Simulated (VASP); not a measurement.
Wanted: the native input for a VASP 6.6.1 run.

* Task: single point
* Functional: PBEsol
* Potentials or basis: VASP PAW PBE potentials, release 64 (N)
* Cutoff: 520 eV
* k mesh: 6 × 6 × 4
* Occupations: gaussian, width 0.02 eV
* Spin: no spin polarisation
* Dipole correction: no
* Further INCAR settings: ALGO = Normal; EDIFF = 1e-06; NBANDS = 18

The structure of N lies in POSCAR:

```
N
1.0
    3.3973360611     -2.2635583172      0.0000000000
    3.3973360611      2.2635583172      0.0000000000
    0.0000000000      0.0000000000      7.6424958855
N
4
Direct
    0.9065742189      0.0934257811      0.0459847775
    0.5934257811      0.4065742189      0.5459847775
    0.0934257811      0.9065742189      0.9540152225
    0.4065742189      0.5934257811      0.4540152225
```

These files were run (other wordings do the same):

INCAR

```
SYSTEM = N
  PREC = Accurate
  ENCUT = 520
  EDIFF = 1E-6
  ISMEAR = 0
  SIGMA = 0.02
  LREAL = .FALSE.
  LASPH = .TRUE.
  NELM = 80
  ALGO = Normal
  ISIF = 2
  LWAVE = .FALSE.
  LCHARG = .TRUE.
  GGA = PS
  LELF = .TRUE.
  LVHAR = .TRUE.
  NBANDS = 18
```

KPOINTS

```
regular mesh
0
G
  6 6 4
  0 0 0
```

Potentials or basis: VASP PAW PBE potentials, release 64 (N).

The run is started by

```sh
$ cat potpaw_PBE.64/N/POTCAR > POTCAR
$ mpirun -np 1 vasp_std > vasp.out
```

Results of the run:

- Pressure: 1.7 GPa
- Largest force: 1.874 eV/Å
- Band gap on the k mesh: 7.69 eV (least direct gap 7.70 eV)

Caveat: the standard files for N, O and F lose accuracy on very short bonds; this functional lacks dispersion, which holds the molecules together, so the pressure and a relaxed volume are unreliable; the PAW data sets were made with another functional, which shifts forces and pressure a little; this functional lacks dispersion, which binds layers or chains, so the pressure and a relaxed spacing across them are unreliable.

Run time: 49 s on 1 thread of Oxide Virtual Turin-like Processor, on a shared host, peak memory 0.2 GiB.
